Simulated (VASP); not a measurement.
# Pb (Fd-3m) in VASP: a series of runs

Pb is run at these levels: PBE, PBEsol, LDA; tasks: single point.

Program: VASP 6.6.1. These are calculated values, not measurements. Logs are shortened: lines on timing, memory, paths and dates and some standing lists are left out, and cuts for length are marked.

**1. The cell of the first run**

Symmetry: Fd-3m, No. 227, cubic system. Conventional cell: a = 6.878 Å, b = 6.878 Å, c = 6.878 Å, α = 90.00°, β = 90.00°, γ = 90.00°. Within 3.9 Å of Pb (site symmetry -43m) lie 4 Pb at 2.98 Å.

**2. Single point, PBE**

Contents of INCAR:

```
PREC = Accurate
ENCUT = 520
EDIFF = 1E-7
ISMEAR = 0
SIGMA = 0.1
LREAL = F
LASPH = T
NELM = 80
ALGO = Normal
ISIF = 2
LWAVE = F
LCHARG = F
GGA = PE
NBANDS = 21
```

Contents of KPOINTS:

```
Automatic mesh
0
Gamma
  7 7 7
```

Contents of POSCAR:

```
Pb
1.0
    0.0000000000      3.4390000555      3.4390000555
    3.4390000555      0.0000000000      3.4390000555
    3.4390000555      3.4390000555      0.0000000000
Pb
2
Direct
    0.2500000000      0.2500000000      0.2500000000
    0.0000000000      0.0000000000      0.0000000000
```

Potentials or basis: VASP PAW PBE potentials, release 64 (Pb_d).

Run with:

```console
$ cat potpaw_PBE.64/Pb_d/POTCAR > POTCAR
$ mpirun -np 1 vasp_std > vasp.out
```

OUTCAR:

```text
PREC = Accurate
   ENCUT = 520
   EDIFF = 1E-7
   ISMEAR = 0
   LREAL = F
   LASPH = T
   NELM = 80
   ISIF = 2
   GGA = PE

 ion  position               nearest neighbor table
   1  0.250  0.250  0.250-   2 2.98   2 2.98   2 2.98   2 2.98
   2  0.000  0.000  0.000-   1 2.98   1 2.98   1 2.98   1 2.98

  LATTYP: Found a face centered cubic cell.
 ALAT       =     6.8780001110

  Lattice vectors:

 A1 = (   0.0000000000,   3.4390000555,   3.4390000555)
 A2 = (   3.4390000555,   0.0000000000,   3.4390000555)
 A3 = (   3.4390000555,   3.4390000555,   0.0000000000)

Analysis of symmetry for initial positions (statically):
=====================================================================
 Subroutine PRICEL returns:
 Original cell was already a primitive cell.

 Routine SETGRP: Setting up the symmetry group for a
 face centered cubic supercell.

 Subroutine GETGRP returns: Found 48 space group operations
 (whereof 24 operations were pure point group operations)
 out of a pool of 48 trial point group operations.

The static configuration has the point symmetry T_d .
 The point group associated with its full space group is O_h .

Analysis of symmetry for dynamics (positions and initial velocities):
=====================================================================
 Subroutine PRICEL returns:
 Original cell was already a primitive cell.

 Routine SETGRP: Setting up the symmetry group for a
 face centered cubic supercell.

 Subroutine GETGRP returns: Found 48 space group operations
 (whereof 24 operations were pure point group operations)
 out of a pool of 48 trial point group operations.

The dynamic configuration has the point symmetry T_d .
 The point group associated with its full space group is O_h .

 Subroutine INISYM returns: Found 48 space group operations
 (whereof 24 operations are pure point group operations),
 and found     1 'primitive' translations

----------------------------------------------------------------------------------------

                                     Primitive cell

  volume of cell :      81.3442

  direct lattice vectors                    reciprocal lattice vectors
     0.000000000  3.439000056  3.439000056    -0.145391100  0.145391100  0.145391100
     3.439000056  0.000000000  3.439000056     0.145391100 -0.145391100  0.145391100
     3.439000056  3.439000056  0.000000000     0.145391100  0.145391100 -0.145391100

  length of vectors
     4.863480519  4.863480519  4.863480519     0.251824772  0.251824772  0.251824772

  position of ions in fractional coordinates (direct lattice)
     0.250000000  0.250000000  0.250000000
     0.000000000  0.000000000  0.000000000

  ion indices of the primitive-cell ions
   primitive index   ion index
                 1           1
                 2           2

----------------------------------------------------------------------------------------

 KPOINTS: Automatic mesh

Automatic generation of k-mesh.
 Grid dimensions read from file:
 generate k-points for:    7    7    7

 Generating k-lattice:

  Cartesian coordinates                     Fractional coordinates (reciprocal lattice)
    -0.020770157  0.020770157  0.020770157     0.142857143  0.000000000  0.000000000
     0.020770157 -0.020770157  0.020770157     0.000000000  0.142857143  0.000000000
     0.020770157  0.020770157 -0.020770157     0.000000000  0.000000000  0.142857143

  Length of vectors
     0.035974967  0.035974967  0.035974967

  Shift w.r.t. Gamma in fractional coordinates (k-lattice)
     0.000000000  0.000000000  0.000000000

 Subroutine IBZKPT returns following result:
 ===========================================

 Found     20 irreducible k-points:

 Following reciprocal coordinates:
            Coordinates               Weight
  0.000000  0.000000  0.000000      1.000000
  0.142857  0.000000  0.000000      8.000000
  0.285714  0.000000  0.000000      8.000000
  0.428571  0.000000  0.000000      8.000000
  0.142857  0.142857  0.000000      6.000000
  0.285714  0.142857  0.000000     24.000000
[... 12 lines left out ...]
 -0.428571  0.428571  0.142857     24.000000
 -0.285714  0.428571  0.142857     24.000000
   k-points           NKPTS =     20   k-points in BZ     NKDIM =     20   number of bands    NBANDS=     21
   number of dos      NEDOS =    301   number of ions     NIONS =      2
   total plane-waves  NPLWV =  46656
   dimension x,y,z NGX =    36 NGY =   36 NGZ =   36
   dimension x,y,z NGXF=    72 NGYF=   72 NGZF=   72
   ions per type =               2
   NGX,Y,Z   is equivalent  to a cutoff of  12.31, 12.31, 12.31 a.u.
   NGXF,Y,Z  is equivalent  to a cutoff of  24.61, 24.61, 24.61 a.u.
 SYSTEM =  unknown system
   PREC   = accura    normal or accurate (medium, high low for compatibility)
   ISTART =      0    job   : 0-new  1-cont  2-samecut
   ICHARG =      2    charge: 1-file 2-atom 10-const
   ISPIN  =      1    spin polarized calculation?
   LNONCOLLINEAR =      F non collinear calculations
   LSORBIT =      F    spin-orbit coupling
   LASPH  =      T    aspherical Exc in radial PAW
   ENCUT  =  520.0 eV  38.22 Ry    6.18 a.u.   9.04  9.04  9.04*2*pi/ulx,y,z
   NELM   =     80;   NELMIN=  2; NELMDL= -5     # of ELM steps
   EDIFF  = 0.1E-06   stopping-criterion for ELM
   LREAL  =      F    real-space projection
   EDIFFG = 0.1E-05   stopping-criterion for IOM
   NSW    =      0    number of steps for IOM
   IBRION =     -1    ionic relax: 0-MD 1-quasi-New 2-CG
   NFREE  =      0    steps in history (QN), initial steepest desc. (CG)
   ISIF   =      2    stress and relaxation
   ISYM   =      2    0-nonsym 1-usesym 2-fastsym
   POTIM  = 0.5000    time-step for ionic-motion
   TEBEG  =    0.0;   TEEND  =   0.0 temperature during run
   PSTRESS=    0.0 pullay stress
   NELECT =      28.0000    total number of electrons
   NUPDOWN=      -1.0000    fix difference up-down
   EMIN   =  10.00;   EMAX   =-10.00  energy-range for DOS
   EFERMI =   0.00;   METHOD = LEGACY
   ISMEAR =     0;   SIGMA  =   0.10  broadening in eV -4-tet -1-fermi 0-gaus
   EFERMI_NEDOS =   21; number of points for ismear=-14 and -15
   IALGO  =     38    algorithm
   IMIX   =      4    mixing-type and parameters
     AMIX     =   0.40;   BMIX     =  1.00
     AMIX_MAG =   1.60;   BMIX_MAG =  1.00
  volume/ion in A,a.u.               =      40.67       274.47
  Fermi-wavevector in a.u.,A,eV,Ry     =   1.147322  2.168124 17.909999  1.316348
  Thomas-Fermi vector in A             =   2.284002
   LORBIT       =      0    0 simple, 1 ext, 2 COOP (PROOUT), +10 PAW based schemes
   GGA     = PE    functional components
   LHFCALC =     F    Hartree Fock is set to
   AEXX    =    0.0000 exact exchange contribution
   IVDW    =     0    specifies the selected vdW correction
   LEPSILON=     F    determine dielectric tensor
   LRPA    =     F    only Hartree local field effects (RPA)
 non-spin polarized calculation
 Gauss-broadening in eV      SIGMA  =   0.10
  energy-cutoff  :      520.00
  volume of cell :       81.34
 maximum number of plane-waves:      2213
   NGX = 19   NGY = 19   NGZ = 19

 number of electron      28.0000001 magnetization

 Free energy of the ion-electron system (eV)
  ---------------------------------------------------
  ext. energy  EPLUGINS =         0.00000000
  ---------------------------------------------------
  free energy    TOTEN  =        -6.56199368 eV

  energy without entropy =       -6.55738925  energy(sigma->0) =       -6.55969147

 E-fermi :   4.3473     XC(G=0):  -8.4254

 val. band max:        4.3105270417   @ k =  -0.1429   0.1429   0.0000
 cond. band min:       4.3700932153   @ k =   0.1429   0.0000   0.0000
 fundamental gap:      0.0595661736
 Fermi energy:         4.3473486431

 k-point     1 :       0.0000    0.0000    0.0000
  band No.  band energies     occupation
      1     -12.8556      2.00000
      2     -12.8556      2.00000
      3     -12.8556      2.00000
      4     -12.7791      2.00000
      5     -12.7791      2.00000
      6     -12.3490      2.00000
[... 13 lines left out ...]
     20      12.3370      0.00000
     21      12.3370      0.00000

 k-point     2 :       0.1429    0.0000    0.0000
  band No.  band energies     occupation
      1     -12.8742      2.00000
      2     -12.8742      2.00000
      3     -12.8510      2.00000
      4     -12.7523      2.00000
      5     -12.7523      2.00000
      6     -12.3801      2.00000
[... 13 lines left out ...]
     20      11.5899      0.00000
     21      11.5899      0.00000

 k-point     3 :       0.2857    0.0000    0.0000
  band No.  band energies     occupation
      1     -12.8949      2.00000
      2     -12.8949      2.00000
      3     -12.8403      2.00000
      4     -12.7152      2.00000
      5     -12.7152      2.00000
      6     -12.4107      2.00000
[... 13 lines left out ...]
     20      11.5681      0.00000
     21      11.5681      0.00000

 k-point     4 :       0.4286    0.0000    0.0000
  band No.  band energies     occupation
      1     -12.9033      2.00000
      2     -12.9033      2.00000
      3     -12.8313      2.00000
      4     -12.6973      2.00000
      5     -12.6973      2.00000
      6     -12.4231      2.00000
[... 13 lines left out ...]
     20      12.4644      0.00000
     21      12.4644      0.00000

 k-point     5 :       0.1429    0.1429    0.0000
  band No.  band energies     occupation
      1     -12.8717      2.00000
      2     -12.8701      2.00000
      3     -12.8701      2.00000
      4     -12.7564      2.00000
      5     -12.7232      2.00000
      6     -12.4382      2.00000
[... 13 lines left out ...]
     20      10.4736      0.00000
     21      12.8069      0.00000

 k-point     6 :       0.2857    0.1429    0.0000
  band No.  band energies     occupation
      1     -12.9037      2.00000
      2     -12.8885      2.00000
      3     -12.8477      2.00000
      4     -12.7231      2.00000
      5     -12.6785      2.00000
      6     -12.4877      2.00000
[... 13 lines left out ...]
     20      11.1938      0.00000
     21      12.4689      0.00000

 k-point     7 :       0.4286    0.1429    0.0000
  band No.  band energies     occupation
      1     -12.9265      2.00000
      2     -12.9041      2.00000
      3     -12.8141      2.00000
      4     -12.6891      2.00000
      5     -12.6600      2.00000
      6     -12.4994      2.00000
[... 13 lines left out ...]
     20      12.3112      0.00000
     21      12.9706      0.00000
[... 195 lines left out ...]
      1     -12.9413      2.00000
      2     -12.9241      2.00000
      3     -12.7556      2.00000
      4     -12.7098      2.00000
      5     -12.5582      2.00000
      6     -12.5455      2.00000
[... 13 lines left out ...]
     20      13.4093      0.00000
     21      13.6228      0.00000

 k-point    17 :       0.4286    0.2857    0.1429
  band No.  band energies     occupation
      1     -12.9190      2.00000
      2     -12.9181      2.00000
      3     -12.8115      2.00000
      4     -12.6910      2.00000
      5     -12.6306      2.00000
      6     -12.5395      2.00000
[... 13 lines left out ...]
     20      12.0525      0.00000
     21      12.8053      0.00000

 k-point    18 :      -0.4286    0.2857    0.1429
  band No.  band energies     occupation
      1     -12.9454      2.00000
      2     -12.9258      2.00000
      3     -12.7657      2.00000
      4     -12.6545      2.00000
      5     -12.6107      2.00000
      6     -12.5531      2.00000
[... 13 lines left out ...]
     20      12.4031      0.00000
     21      12.8846      0.00000

 k-point    19 :      -0.4286    0.4286    0.1429
  band No.  band energies     occupation
      1     -12.9390      2.00000
      2     -12.9362      2.00000
      3     -12.7559      2.00000
      4     -12.6597      2.00000
      5     -12.6051      2.00000
      6     -12.5300      2.00000
[... 13 lines left out ...]
     20      12.7275      0.00000
     21      14.0256      0.00000

 k-point    20 :      -0.2857    0.4286    0.1429
  band No.  band energies     occupation
      1     -12.9549      2.00000
      2     -12.9374      2.00000
      3     -12.7234      2.00000
      4     -12.6296      2.00000
      5     -12.5918      2.00000
      6     -12.5482      2.00000
[... 13 lines left out ...]
     20      12.8827      0.00000
     21      14.0417      0.00000

------------------------ aborting loop because EDIFF is reached ----------------------------------------

  FORCE on cell =-STRESS in cart. coord.  units (eV):
  Direction    XX          YY          ZZ          XY          YZ          ZX
  --------------------------------------------------------------------------------------
  -------------------------------------------------------------------------------------
  Total        1.1915123      1.1915123      1.1915123     -0.0000000      0.0000000     -0.0000000
  in kB       23.4683501     23.4683501     23.4683501     -0.0000000      0.0000000     -0.0000000
  external PRESSURE =      23.4683501 kB  Pullay stress =       0.0000000 kB

 VOLUME and BASIS-vectors are now :
 -----------------------------------------------------------------------------
  energy-cutoff  :      520.00
  volume of cell :       81.34
      direct lattice vectors                 reciprocal lattice vectors
     0.000000000  3.439000056  3.439000056    -0.145391100  0.145391100  0.145391100
     3.439000056  0.000000000  3.439000056     0.145391100 -0.145391100  0.145391100
     3.439000056  3.439000056  0.000000000     0.145391100  0.145391100 -0.145391100

 POSITION                                       TOTAL-FORCE (eV/Angst)
 -----------------------------------------------------------------------------------
      1.71950      1.71950      1.71950         0.000000      0.000000      0.000000
      0.00000      0.00000      0.00000        -0.000000     -0.000000     -0.000000
 -----------------------------------------------------------------------------------
    total drift:                                0.000000      0.000000      0.000000

  FREE ENERGIE OF THE ION-ELECTRON SYSTEM (eV)
  ---------------------------------------------------
  free  energy   TOTEN  =        -6.5619936846 eV

  energy  without entropy=       -6.5573892462  energy(sigma->0) =       -6.55969147
```

Run time: 32 s. Hardware: 1 thread of Intel Xeon Platinum 8375C at 2.90GHz (Ice Lake), shared host; peak memory 0.2 GiB.

What came out:

* Free energy: -6.5620 eV
* Pressure: 2.3 GPa
* Band gap on the k mesh: zero (band 14 reaches 4.74 eV, above the bottom of band 15 at 3.63 eV)

Caveat: spin-orbit coupling is left out, which moves the levels of the heavy elements.

**3. Single point, PBEsol**

Contents of INCAR:

```
  PREC = Accurate
  ENCUT = 520
  EDIFF = 1E-7
  ISMEAR = 0
  SIGMA = 0.02
  LREAL = False
  LASPH = True
  NELM = 80
  ALGO = Fast
  ISIF = 2
  LWAVE = False
  LCHARG = False
  GGA = PS
  NBANDS = 21
```

Contents of KPOINTS:

```
regular mesh
0
Gamma
  7 7 7
```

POSCAR is that of step 2.

Potentials or basis: VASP PAW PBE potentials, release 64 (Pb_d).

Run with:

```console
$ cat potpaw_PBE.64/Pb_d/POTCAR > POTCAR
$ mpirun -np 1 vasp_std > vasp.out
```

Run time: 43 s. Hardware: 1 thread of Intel Xeon Platinum 8375C at 2.90GHz (Ice Lake), shared host; peak memory 0.2 GiB.

Results (log left out):

| Quantity | Value |
| --- | --- |
| Free energy | -7.3454 eV |
| Pressure | 0.4 GPa |
| Band gap on the k mesh | zero (band 14 reaches 4.57 eV, above the bottom of band 15 at 3.46 eV) |

Levels at points of the mesh, in eV from the Fermi level:
| k point | band 11 | band 12 | band 13 | band 14 | band 15 | band 16 | band 17 | band 18 |
| --- | --- | --- | --- | --- | --- | --- | --- | --- |
| (0.00, 0.00, 0.00) | -11.16 | -3.95 | 0.39 | 0.39 | 0.39 | 2.40 | 2.40 | 2.40 |

Caveat: the PAW data sets were made with another functional, which shifts forces and pressure a little; spin-orbit coupling is left out, which moves the levels of the heavy elements.

**4. Single point, LDA (volume scaled by 0.94)**

Contents of INCAR:

```
SYSTEM = Pb
PREC     = Accurate       ! precision mode
ENCUT    = 520            ! plane-wave cutoff, eV
EDIFF    = 1E-6           ! SCF threshold, eV
ISMEAR   = -1             ! smearing method
SIGMA    = 0.05           ! smearing width, eV
LREAL    = .False.        ! projectors in reciprocal space
LASPH    = .True.         ! aspherical terms in the spheres
NELM     = 80             ! most SCF steps
ALGO     = Fast           ! electronic algorithm
ISIF     = 2              ! what is computed and relaxed
LWAVE    = .False.        ! write WAVECAR
LCHARG   = .False.        ! write CHGCAR
NBANDS   = 21             ! bands
```

Contents of KPOINTS:

```
Automatic mesh
0
Gamma
  7 7 7
  0 0 0
```

Contents of POSCAR:

```
Pb
1.0
    0.0000000000      3.3687966822      3.3687966822
    3.3687966822      0.0000000000      3.3687966822
    3.3687966822      3.3687966822      0.0000000000
Pb
2
Direct
    0.2500000000      0.2500000000      0.2500000000
    0.0000000000      0.0000000000      0.0000000000
```

Potentials or basis: VASP PAW LDA potentials, release 64 (Pb_d).

Run with:

```console
$ cat potpaw_LDA.64/Pb_d/POTCAR > POTCAR
$ mpirun -np 1 vasp_std > vasp.out
```

Wall time 62 s (1 thread of AMD EPYC 7R13, shared host); peak memory 0.15 GiB.

The run converged. Its results:

| Property | Result |
| --- | --- |
| Free energy | -7.8746 eV |
| Pressure | 1.5 GPa |
| Band gap on the k mesh | zero (band 14 reaches 5.07 eV, above the bottom of band 15 at 3.85 eV) |

Levels at points of the mesh, in eV from the Fermi level:
| k point | band 11 | band 12 | band 13 | band 14 | band 15 | band 16 | band 17 | band 18 |
| --- | --- | --- | --- | --- | --- | --- | --- | --- |
| (0.00, 0.00, 0.00) | -11.54 | -3.61 | 0.43 | 0.43 | 0.43 | 2.45 | 2.45 | 2.45 |

Caveat: spin-orbit coupling is left out, which moves the levels of the heavy elements.

**5. Overview**

```tsv
level	potentials or basis	cell	smearing	gap on the mesh (eV)	pressure (GPa)
PBE	VASP PAW PBE potentials, release 64 (Pb_d)	a = 4.863 Å, angles 60.0°, 2 atoms	gaussian 0.1 eV	none	2.3
PBEsol	VASP PAW PBE potentials, release 64 (Pb_d)	a = 4.863 Å, angles 60.0°, 2 atoms	gaussian 0.02 eV	none	0.4
LDA	VASP PAW LDA potentials, release 64 (Pb_d)	a = 4.764 Å, angles 60.0°, 2 atoms	fermi-dirac 0.05 eV	none	1.5
```

Alike in all rows: task single point; no spin polarisation; k mesh 7 × 7 × 7; cutoff (eV) 520.

Caveats: spin-orbit coupling is left out, which moves the levels of the heavy elements; the PAW data sets were made with another functional, which shifts forces and pressure a little (some runs).

Absolute energies hang on the potentials; compare differences alone.
